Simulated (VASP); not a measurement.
Write the native input for VASP 6.6.1 that does the following.

```
Task                   : single point
Functional             : LDA
Potentials or basis    : VASP PAW LDA potentials, release 64 (Al, Ga_d, N)
Cutoff                 : 520 eV
k mesh                 : 8 × 8 × 6
Occupations            : gaussian, width 0.02 eV
Spin                   : no spin polarisation
Dipole correction      : no
Further INCAR settings : ALGO = Normal; EDIFF = 1e-06; NBANDS = 21
```

The structure of AlGaN2 lies in POSCAR:

```
AlGaN2
1.0
    3.2398979258      0.0000000000      0.0000000000
    0.0000000000      3.2398979258      0.0000000000
    0.0000000000      0.0000000000      4.1728384466
Al Ga N
1 1 2
Direct
    0.5000000000      0.5000000000      0.5000000000
    0.0000000000      0.0000000000      0.0000000000
    0.5000000000      0.0000000000      0.7385470452
    0.0000000000      0.5000000000      0.2614529548
```

These files were run (other wordings do the same):

INCAR

```
SYSTEM = AlGaN2
PREC = Accurate
ENCUT = 520
EDIFF = 1E-6
ISMEAR = 0
SIGMA = 0.02
LREAL = .False.
LASPH = .True.
NELM = 80
ALGO = Normal
ISIF = 2
LWAVE = .False.
LCHARG = .True.
GGA = CA
LELF = .True.
LVHAR = .True.
NBANDS = 21
```

KPOINTS

```
Automatic mesh
0
Gamma
  8 8 6
  0 0 0
```

Potentials or basis: VASP PAW LDA potentials, release 64 (Al, Ga_d, N).

Run with:

```sh
$ cat potpaw_LDA.64/Al/POTCAR potpaw_LDA.64/Ga_d/POTCAR potpaw_LDA.64/N/POTCAR > POTCAR
$ mpirun -np 1 vasp_std > vasp.out
```

It gave:

```yaml
Pressure: -5.6 GPa
Largest_force: 0.026 eV/Å
Band_gap_on_the_k_mesh: 2.83 eV, direct
```

It took 21 s on 1 thread of Intel(R) Xeon(R) Platinum 8375C CPU @ 2.90GHz (Ice Lake), with other jobs on the host, peak memory 0.17 GiB.
